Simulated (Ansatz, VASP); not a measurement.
One calculation of MgSe, two programs

File POSCAR:

```
MgSe
1.0
    0.0000000000      2.7362693767      2.7362693767
    2.7362693767      0.0000000000      2.7362693767
    2.7362693767      2.7362693767      0.0000000000
Mg Se
1 1
Direct
    0.0000000000      0.0000000000      0.0000000000
    0.5000000000      0.5000000000      0.5000000000
```

The input INCAR.step1:

```
PREC = Accurate ; ENCUT = 660
ISMEAR = 0 ; SIGMA = 0.01
LREAL = F ; LASPH = T
NELM = 120 ; NBANDS = 11
GGA = PE ; ALGO = Normal
EDIFF = 1E-5 ; LWAVE = T
LCHARG = F ; GGA_COMPAT = F
```

Contents of INCAR.step2:

```
PREC = Accurate ; ENCUT = 660
EDIFF = 1E-6 ; ISMEAR = 0
SIGMA = 0.01 ; LREAL = F
LASPH = T ; NELM = 120
ALGO = Normal ; ISIF = 2
LWAVE = F ; LCHARG = T
METAGGA = R2SCAN ; LMIXTAU = T
LUSE_VDW = T ; IVDW_NL = 2
BPARAM = 11.95 ; CPARAM = 0.0093
LELF = T ; LVHAR = T
NBANDS = 11 ; ISTART = 1
GGA_COMPAT = F
```

Contents of KPOINTS:

```
regular mesh
0
Gamma
  6 6 6
```

Input for Ansatz:

```yaml
crystal:
  lattice:
    - [0.0, 2.7362693767, 2.7362693767]
    - [2.7362693767, 0.0, 2.7362693767]
    - [2.7362693767, 2.7362693767, 0.0]
  atoms:
    - { symbol: Mg, position: [0.0, 0.0, 0.0] }
    - { symbol: Se, position: [0.5, 0.5, 0.5] }
kpoints:
  mp_grid: { grid: [6, 6, 6] }
hamiltonian:
  xc: r2scan
  dispersion: rvv10
scf:
  occupations: { method: fixed }
  n_extra_bands: 4
output:
  forces: true
  stress: true
  eigenvalues: true
```

Alike in both runs: task single point; functional r2SCAN; dispersion rVV10; k mesh 6 × 6 × 6; no spin polarisation.

|  | VASP | Ansatz |
| --- | --- | --- |
| version | VASP 6.6.1 | Ansatz 0.2.0 |
| potentials or method | VASP PAW PBE potentials, release 64 (Mg, Se) | plane waves |
| plane-wave cutoff (eV) | 660 | 500 |
| occupations | gaussian, width 0.01 eV | fixed |
| valence electrons in the cell | 8 | 26 |

VASP gave:

```
gap on the k mesh at the Fermi level (eV) : 2.41
pressure (GPa)                            : -0.8
```

Problem. Estimate Ansatz's values.

Solution. gap on the k mesh at the Fermi level (eV): 2.45; pressure (GPa): -0.6.

VASP's potentials were made for PBE, not for r2SCAN. VASP's potentials hold 8 valence electrons a cell and Ansatz's 26, so a difference there can come from the potentials and not from the codes.
